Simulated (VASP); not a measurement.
Here is a VASP 6.6.1 calculation.

INCAR

```
SYSTEM = Si
PREC = Accurate
ENCUT = 520
EDIFF = 1E-6
ISMEAR = 0
SIGMA = 0.05
LREAL = Auto
LASPH = .TRUE.
NELM = 100
ALGO = Normal
ISIF = 2
LWAVE = .FALSE.
LCHARG = .FALSE.
GGA = PE
NBANDS = 48
```

KPOINTS

```
regular mesh
0
G
  2 2 2
  0 0 0
```

POSCAR

```
Si
1.0
    0.0000000000      5.4300000000      5.4300000000
    5.4300000000      0.0000000000      5.4300000000
    5.4300000000      5.4300000000      0.0000000000
Si
17
Direct
   -0.0001225890      0.0000509580     -0.0001260282
    0.1243849113      0.1247464075      0.1244514490
    0.0023081623      0.0031791704      0.4969704172
    0.1235549349      0.1248874313      0.6262509715
    0.0028225994      0.4969995142      0.0029477363
    0.1242496367      0.6263229817      0.1243596977
    0.0023401956      0.4972234822      0.4968891674
    0.1305439303      0.6230680356      0.6230327945
    0.4969377693      0.0031340318      0.0023933214
    0.6262715262      0.1248293157      0.1236052744
    0.4960396944      0.0037968191      0.4960614136
    0.6221358878      0.1318674809      0.6222008520
    0.4968062243      0.4971638570      0.0024799309
    0.6228895753      0.6229812627      0.1308061642
    0.4991874498      0.5005082170      0.4994508632
    0.6220717202      0.6234892052      0.6222010889
    0.7490590213      0.7504861996      0.7493119859
```

Potentials or basis: VASP PAW PBE potentials, release 64 (Si).

The run is started by

```sh
$ cat potpaw_PBE.64/Si/POTCAR > POTCAR
$ mpirun -np 1 vasp_std > vasp.out
```

Problem. Predict the pressure.

Solution. 5.3 GPa.

Problem. Estimate the band gap on the k mesh.

Solution. Zero (bands 34 and 35 overlap by 0.25 eV).

Problem. Predict the largest force.

Solution. 0.022 eV/Å.

Forces on the atoms (eV/Å):
```
Si   0.000  0.003  0.001
Si  -0.012  0.007 -0.009
Si  -0.007 -0.013 -0.006
Si  -0.002  0.016  0.010
Si  -0.002 -0.018 -0.004
Si   0.010  0.014  0.013
Si   0.005 -0.010  0.003
Si  -0.010  0.001  0.007
Si  -0.005 -0.013 -0.008
Si   0.010  0.014 -0.002
Si   0.001  0.014 -0.001
Si   0.002 -0.003  0.002
Si   0.005 -0.011  0.005
Si   0.006  0.000 -0.009
Si  -0.001  0.001 -0.001
Si  -0.005 -0.004 -0.005
Si   0.004  0.003  0.004
```

Caveat: the k points lie up to 0.50 Å⁻¹ apart.
